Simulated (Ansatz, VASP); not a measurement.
Mg3CdS4 in VASP and in Ansatz

```
Mg Cd S
1.0
    -2.65809    2.65809    5.32252
     2.65809   -2.65809    5.32252
     2.65809    2.65809   -5.32252
Mg Cd S
3 1 4
Direct
  0.00000 0.00000 0.00000
  0.75000 0.25000 0.50000
  0.25000 0.75000 0.50000
  0.50000 0.50000 0.00000
  0.75736 0.75736 0.00000
  0.24264 0.24264 0.00000
  0.50000 0.00000 0.50000
  0.00000 0.50000 0.50000
```

Alike in both runs: functional PBE; k mesh 4 × 4 × 4; occupations gaussian, width 0.1 eV; no spin polarisation.

Ansatz relaxed the structure, and its values are those at the end. VASP's run is a single point on that final structure, the one shown.

|  | VASP | Ansatz |
| --- | --- | --- |
| version | VASP 6.6.1 | Ansatz 0.2.0 |
| potentials or method | VASP PAW PBE potentials, release 64 (Mg, Cd, S), cutoff 520 eV | scalar-relativistic, plane waves, PAW |
| valence electrons in the cell | 42 | 74 |

Ansatz gave:

- gap on the k mesh at the Fermi level (eV): 0.96
- least direct gap on the mesh (eV): 1.88
- pressure (GPa): -0.4
- rms of the force components (eV/Å): 0.009

Problem. Which values does VASP return?

Solution. gap on the k mesh at the Fermi level (eV): 0.95; least direct gap on the mesh (eV): 1.86; pressure (GPa): -0.4; rms of the force components (eV/Å): 0.017.

With one functional, cell and mesh, what is left measures potentials, basis and numerics. VASP's potentials hold 42 valence electrons a cell and Ansatz's 74, so a difference there can come from the potentials and not from the codes.
